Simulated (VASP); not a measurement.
Input of a VASP 6.6.1 run:

INCAR

```
  ALGO = Normal
  EDIFF = 1E-7
  EDIFFG = -0.01
  ENCUT = 600
  GGA = RE
  IBRION = 2
  ISIF = 3
  ISMEAR = -1
  LASPH = T
  LCHARG = F
  LREAL = F
  LWAVE = F
  NELM = 60
  NSW = 60
  PREC = Accurate
  SIGMA = 0.05
```

File KPOINTS:

```
k-points
0
Gamma
  8 8 8
```

Contents of POSCAR:

```
CdSe
1.0
    0.0000000000      3.0702711986      3.0702711986
    3.0702711986      0.0000000000      3.0702711986
    3.0702711986      3.0702711986      0.0000000000
Cd Se
1 1
Direct
    0.0000000000      0.0000000000      0.0000000000
    0.2500000000      0.2500000000      0.2500000000
```

Potentials or basis: VASP PAW PBE potentials, release 64 (Cd, Se).

The run is started by

```bash
$ cat potpaw_PBE.64/Cd/POTCAR potpaw_PBE.64/Se/POTCAR > POTCAR
$ mpirun -np 1 vasp_std > vasp.out
```

**Question.** What does it give for the band gap on the k mesh?

**Answer.** 0.55 eV, direct.

**Question.** Estimate the relaxed cell.

**Answer.** a = 4.433 Å, b = 4.433 Å, c = 4.433 Å, α = 60.00°, β = 60.00°, γ = 60.00°.

**Question.** Predict the relaxed volume.

**Answer.** 30.80 Å³/atom.

Step by step:
```csv
step,energy change (eV),largest force (eV/Å),pressure (GPa),volume (Å³)
1,0.0000,0.0000,2.91,57.88
2,-0.0305,0.0000,-0.50,62.40
3,-0.0318,0.0000,0.01,61.59
```

Caveat: the PAW data sets were made with another functional, which shifts forces and pressure a little. Expect the measured gap to be larger: semilocal functionals such as revPBE lack the derivative discontinuity.
